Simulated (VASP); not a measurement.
# Os (Fm-3m) in VASP: notebook, part 2 of 2

VASP 6.6.1. The steps go on from the part before.

## (5) Single point, PBE (volume scaled by 1.06)

Input file INCAR:

```
PREC     = Accurate       # precision mode
ENCUT    = 520            # plane-wave cutoff, eV
EDIFF    = 1E-7           # SCF threshold, eV
ISMEAR   = -1             # smearing method
SIGMA    = 0.05           # smearing width, eV
LREAL    = F              # projectors in reciprocal space
LASPH    = T              # aspherical terms in the spheres
NELM     = 100            # most SCF steps
ALGO     = Normal         # electronic algorithm
ISIF     = 2              # what is computed and relaxed
LWAVE    = F              # write WAVECAR
LCHARG   = F              # write CHGCAR
GGA      = PE             # functional
NBANDS   = 10             # bands
```

Input file KPOINTS:

```
Automatic mesh
0
Gamma
  14 14 14
```

Input file POSCAR:

```
Os
1.0
    0.0000000000      1.9831469396      1.9831469396
    1.9831469396      0.0000000000      1.9831469396
    1.9831469396      1.9831469396      0.0000000000
Os
1
Direct
    0.0000000000      0.0000000000      0.0000000000
```

Potentials or basis: VASP PAW PBE potentials, release 64 (Os).

On the command line:

```
$ cat potpaw_PBE.64/Os/POTCAR > POTCAR
$ mpirun -np 1 vasp_std > vasp.out
```

OUTCAR:

```text
PREC = Accurate
   ENCUT = 520
   EDIFF = 1E-7
   ISMEAR = -1
   LREAL = F
   LASPH = T
   NELM = 100
   ISIF = 2
   GGA = PE

 ion  position               nearest neighbor table
   1  0.000  0.000  0.000-

  LATTYP: Found a face centered cubic cell.
 ALAT       =     3.9662938792

  Lattice vectors:

 A1 = (   0.0000000000,   1.9831469396,   1.9831469396)
 A2 = (   1.9831469396,   0.0000000000,   1.9831469396)
 A3 = (   1.9831469396,   1.9831469396,   0.0000000000)

Analysis of symmetry for initial positions (statically):
=====================================================================
 Subroutine PRICEL returns:
 Original cell was already a primitive cell.

 Routine SETGRP: Setting up the symmetry group for a
 face centered cubic supercell.

 Subroutine GETGRP returns: Found 48 space group operations
 (whereof 48 operations were pure point group operations)
 out of a pool of 48 trial point group operations.

The static configuration has the point symmetry O_h .

Analysis of symmetry for dynamics (positions and initial velocities):
=====================================================================
 Subroutine PRICEL returns:
 Original cell was already a primitive cell.

 Routine SETGRP: Setting up the symmetry group for a
 face centered cubic supercell.

 Subroutine GETGRP returns: Found 48 space group operations
 (whereof 48 operations were pure point group operations)
 out of a pool of 48 trial point group operations.

The dynamic configuration has the point symmetry O_h .

 Subroutine INISYM returns: Found 48 space group operations
 (whereof 48 operations are pure point group operations),
 and found     1 'primitive' translations

----------------------------------------------------------------------------------------
[... 112 lines left out ...]
  volume/ion in A,a.u.               =      15.60       105.27
  Fermi-wavevector in a.u.,A,eV,Ry     =   1.310408  2.476312 23.363511  1.717170
  Thomas-Fermi vector in A             =   2.440941
   LORBIT       =      0    0 simple, 1 ext, 2 COOP (PROOUT), +10 PAW based schemes
   GGA     = PE    functional components
   LHFCALC =     F    Hartree Fock is set to
   AEXX    =    0.0000 exact exchange contribution
   IVDW    =     0    specifies the selected vdW correction
   LEPSILON=     F    determine dielectric tensor
   LRPA    =     F    only Hartree local field effects (RPA)
 non-spin polarized calculation
  energy-cutoff  :      520.00
  volume of cell :       15.60
 maximum number of plane-waves:       444
 NGX is ok and might be reduce to    24
   NGX = 11   NGY = 11   NGZ = 11

 number of electron       8.0000000 magnetization

 Free energy of the ion-electron system (eV)
  ---------------------------------------------------
  ext. energy  EPLUGINS =         0.00000000
  ---------------------------------------------------
  free energy    TOTEN  =       -10.99254523 eV

  energy without entropy =      -10.98138018  energy(sigma->0) =      -10.98696271

 E-fermi :   7.7457     XC(G=0): -13.4338

 val. band max:        7.7414271847   @ k =   0.3571   0.2857   0.0714
 cond. band min:       7.7516385296   @ k =  -0.4286   0.3571   0.1429
 fundamental gap:      0.0102113449
 Fermi energy:         7.7457238178

 k-point     1 :       0.0000    0.0000    0.0000
  band No.  band energies     occupation
      1      -2.0784      2.00000
      2       5.2253      2.00000
      3       5.2253      2.00000
      4       5.2253      2.00000
      5       7.7937      0.55359
      6       7.7937      0.55359
      7      22.0743      0.00000
      8      27.2565      0.00000
      9      27.2565      0.00000
     10      27.2565      0.00000
[... 287 lines left out ...]
 k-point    24 :       0.2857    0.1429    0.0000
  band No.  band energies     occupation
      1       0.5373      2.00000
      2       3.8876      2.00000
      3       5.5421      2.00000
      4       6.2763      2.00000
      5       7.5243      1.97641
      6       8.7056      0.00000
      7      22.5453      0.00000
      8      25.4767      0.00000
      9      27.3258      0.00000
     10      28.3445      0.00000

 [... further k-points ...]

------------------------ aborting loop because EDIFF is reached ----------------------------------------

  FORCE on cell =-STRESS in cart. coord.  units (eV):
  Direction    XX          YY          ZZ          XY          YZ          ZX
  --------------------------------------------------------------------------------------
  -------------------------------------------------------------------------------------
  Total       -2.6484535     -2.6484535     -2.6484535      0.0000000      0.0000000      0.0000000
  in kB     -272.0246436   -272.0246436   -272.0246436      0.0000000      0.0000000      0.0000000
  external PRESSURE =    -272.0246436 kB  Pullay stress =       0.0000000 kB

 VOLUME and BASIS-vectors are now :
 -----------------------------------------------------------------------------
  energy-cutoff  :      520.00
  volume of cell :       15.60
      direct lattice vectors                 reciprocal lattice vectors
     0.000000000  1.983146940  1.983146940    -0.252124535  0.252124535  0.252124535
     1.983146940  0.000000000  1.983146940     0.252124535 -0.252124535  0.252124535
     1.983146940  1.983146940  0.000000000     0.252124535  0.252124535 -0.252124535

 POSITION                                       TOTAL-FORCE (eV/Angst)
 -----------------------------------------------------------------------------------
      0.00000      0.00000      0.00000        -0.000000      0.000000     -0.000000
 -----------------------------------------------------------------------------------
    total drift:                               -0.000000      0.000000      0.000000

  FREE ENERGIE OF THE ION-ELECTRON SYSTEM (eV)
  ---------------------------------------------------
  free  energy   TOTEN  =       -10.9925452337 eV

  energy  without entropy=      -10.9813801772  energy(sigma->0) =      -10.98696271
```

It took 8.9 s on 1 thread of Intel Xeon Platinum 8488C (Sapphire Rapids), shared host; peak memory 0.15 GiB.

Results:

| Quantity | Value |
| --- | --- |
| Free energy | -10.9925 eV |
| Pressure | -27.2 GPa |
| Band gap on the k mesh | zero (band 4 reaches 9.94 eV, above the bottom of band 5 at 6.64 eV) |

Caveat: spin-orbit coupling is left out, which moves the levels of the heavy elements.

## (6) Overview

```csv
cell,gap on the mesh (eV),pressure (GPa)
"a = 2.760 Å, angles 60.0°, 1 atom",none,-13.1
"a = 2.741 Å, angles 60.0°, 1 atom",none,-6.1
"a = 2.787 Å, angles 60.0°, 1 atom",none,-22.1
"a = 2.805 Å, angles 60.0°, 1 atom",none,-27.2
```

Alike in all rows: task single point; level PBE; potentials or basis VASP PAW PBE potentials, release 64 (Os); no spin polarisation; k mesh 14 × 14 × 14; cutoff (eV) 520; smearing fermi-dirac 0.05 eV.

Caveats: spin-orbit coupling is left out, which moves the levels of the heavy elements.

Total energies depend on the potentials used, so only differences within one code and one set of settings carry meaning.
